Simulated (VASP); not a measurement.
Here is a VASP 6.6.1 calculation.

INCAR

```
SYSTEM = Rb2As
PREC = Accurate
ENCUT = 520
EDIFF = 1E-7
ISMEAR = 0
SIGMA = 0.1
LREAL = .False.
LASPH = .True.
NELM = 100
ALGO = Normal
ISIF = 2
LWAVE = .False.
LCHARG = .True.
GGA = PE
IVDW = 12
LELF = .True.
LVHAR = .True.
NBANDS = 18
```

Contents of KPOINTS:

```
regular mesh
0
Gamma
  4 4 4
  0 0 0
```

The input POSCAR:

```
Rb2As
1.0
   -3.5618553000      3.5618553000      7.0978350400
    3.5618553000     -3.5618553000      7.0978350400
    3.5618553000      3.5618553000     -7.0978350400
Rb As
2 1
Direct
    0.3641193000      0.3641193000      0.0000000000
    0.6358807000      0.6358807000      0.0000000000
    0.0000000000      0.0000000000      0.0000000000
```

Potentials or basis: VASP PAW PBE potentials, release 64 (Rb_sv, As).

Launch:

```console
$ cat potpaw_PBE.64/Rb_sv/POTCAR potpaw_PBE.64/As/POTCAR > POTCAR
$ mpirun -np 1 vasp_std > vasp.out
```

Question: What does it give for the largest force?

Answer: 0.359 eV/Å.

Question: What does it give for the pressure?

Answer: -1.4 GPa.

Question: Estimate the band gap on the k mesh.

Answer: Zero (an odd number of electrons rules out a gap without spin polarisation).

Question: Predict the dispersion energy per atom.

Answer: -0.070 eV.

Stress tensor (GPa, compression positive):
```
-1.61  0.00  0.00
 0.00 -1.61  0.00
 0.00  0.00 -0.98
```
